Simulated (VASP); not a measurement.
**ZnC3: single point with PBE**

The system is ZnC3.

```
Zn C
1.0
     4.75262    0.00000    0.00000
    -2.37631    4.11589    0.00000
     0.00000    0.00000    3.81471
Zn C
2 6
Direct
  0.33333 0.66667 0.25000
  0.66667 0.33333 0.75000
  0.83300 0.66600 0.25000
  0.16700 0.83300 0.75000
  0.33400 0.16700 0.25000
  0.16700 0.33400 0.75000
  0.83300 0.16700 0.25000
  0.66600 0.83300 0.75000
```

- Program: VASP 6.6.1
- Task: single point
- Functional: PBE
- Potentials or basis: VASP PAW PBE potentials, release 64 (Zn, C)
- Cutoff: 520 eV
- k mesh: 6 × 6 × 6
- Occupations: gaussian, width 0.1 eV
- Spin: no spin polarisation

```yaml
Pressure: -3.6 GPa
Largest_force: 0.490 eV/Å
Band_gap_on_the_k_mesh: zero (band 24 reaches 6.10 eV, above the bottom of band 25 at 4.05 eV)
```

Forces in eV/Å, atoms in the order of the input:
```
Zn   0.000  0.000  0.000
Zn   0.000  0.000  0.000
C    0.000  0.490  0.000
C   -0.425  0.245  0.000
C   -0.425 -0.245  0.000
C    0.000 -0.490  0.000
C    0.425 -0.245  0.000
C    0.425  0.245  0.000
```

Stress tensor (GPa, compression positive):
```
-6.91  0.00  0.00
 0.00 -6.91  0.00
 0.00  0.00  3.15
```

Levels at points of the mesh, in eV from the Fermi level:
| k point | band 20 | band 21 | band 22 | band 23 | band 24 | band 25 | band 26 | band 27 | band 28 | band 29 |
| --- | --- | --- | --- | --- | --- | --- | --- | --- | --- | --- |
| (0.00, 0.00, 0.00) | -2.41 | -2.41 | -1.45 | -1.45 | -1.18 | -1.18 | 1.33 | 1.83 | 2.17 | 2.17 |
| (0.50, 0.00, 0.00) | -2.33 | -1.85 | -1.52 | -1.30 | -1.11 | -0.38 | 0.00 | 0.65 | 0.72 | 1.71 |
| (0.00, 0.00, 0.50) | -4.85 | -4.85 | -4.85 | -1.81 | -1.81 | 2.76 | 2.76 | 3.32 | 3.32 | 3.32 |
| (0.50, 0.00, 0.50) | -2.20 | -1.12 | -1.12 | -0.19 | -0.19 | 0.09 | 0.09 | 1.41 | 1.41 | 2.86 |

Wall time 31 s on 1 thread of Intel(R) Xeon(R) 6975P-C (Granite Rapids), with other jobs on the host, peak memory 0.21 GiB.
